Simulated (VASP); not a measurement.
A run of VASP 6.6.1:

Contents of INCAR:

```
  PREC = Accurate
  ENCUT = 520
  EDIFF = 1E-6
  ISMEAR = 0
  SIGMA = 0.1
  LREAL = F
  LASPH = T
  NELM = 80
  ALGO = Normal
  ISIF = 2
  LWAVE = F
  LCHARG = T
  GGA = PE
  IVDW = 12
  LELF = T
  LVHAR = T
  NBANDS = 13
```

The input KPOINTS:

```
Automatic mesh
0
Gamma
  10 10 10
```

The input POSCAR:

```
Mo
1.0
    2.5771294343      0.0000000000      0.0000000000
    0.0000000000      2.5771294343      0.0000000000
    0.0000000000      0.0000000000      2.5771294343
Mo
1
Direct
    0.0000000000      0.0000000000      0.0000000000
```

Potentials or basis: VASP PAW PBE potentials, release 64 (Mo_sv).

The run is started by

```bash
$ cat potpaw_PBE.64/Mo_sv/POTCAR > POTCAR
$ mpirun -np 1 vasp_std > vasp.out
```

Hardware: 1 thread of Intel(R) Xeon(R) Platinum 8259CL CPU @ 2.50GHz (Skylake/Cascade Lake), on a shared host.

Estimate the wall time of this run.

Run time: 7.3 s on 1 thread of Intel(R) Xeon(R) Platinum 8259CL CPU @ 2.50GHz (Skylake/Cascade Lake), with other jobs on the host, peak memory 0.14 GiB. Counts: scf iterations 11, k points 56.
